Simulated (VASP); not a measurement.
Wanted: the native input for a VASP 6.6.1 run.

| Item | Value |
| --- | --- |
| Task | single point |
| Functional | PBEsol |
| Potentials or basis | VASP PAW PBE potentials, release 64 (In_d, Pd) |
| Cutoff | 520 eV |
| k mesh | 14 × 14 × 14 |
| Occupations | gaussian, width 0.15 eV |
| Spin | no spin polarisation |
| Dipole correction | no |
| Further INCAR settings | ALGO = Fast; EDIFF = 1e-06; NBANDS = 18 |

The structure of InPd lies in POSCAR:

```
InPd
1.0
    3.2844518451      0.0000000000      0.0000000000
    0.0000000000      3.2844518451      0.0000000000
    0.0000000000      0.0000000000      3.1709821748
In Pd
1 1
Direct
    0.0000000000      0.0000000000      0.0000000000
    0.5000000000      0.5000000000      0.5000000000
```

This cell differs from its parent crystal: the cell strained.

The input as run:

INCAR

```
ALGO = Fast
EDIFF = 1E-6
ENCUT = 520
GGA = PS
ISIF = 2
ISMEAR = 0
LASPH = True
LCHARG = False
LREAL = False
LWAVE = False
NBANDS = 18
NELM = 100
PREC = Accurate
SIGMA = 0.15
```

KPOINTS

```
k-points
0
Gamma
  14 14 14
```

Potentials or basis: VASP PAW PBE potentials, release 64 (In_d, Pd).

Run with:

```sh
$ cat potpaw_PBE.64/In_d/POTCAR potpaw_PBE.64/Pd/POTCAR > POTCAR
$ mpirun -np 1 vasp_std > vasp.out
```

It gave:

The pressure is 0.5 GPa and the band gap on the k mesh is zero (an odd number of electrons rules out a gap without spin polarisation).

Caveat: the cell differs from its parent crystal (the cell strained); the PAW data sets were made with another functional, which shifts forces and pressure a little; spin-orbit coupling is left out, which moves the levels of the heavy elements.

It took 110 s on 1 thread of Intel(R) Xeon(R) Platinum 8259CL CPU @ 2.50GHz (Skylake/Cascade Lake), on a shared host, peak memory 0.29 GiB.
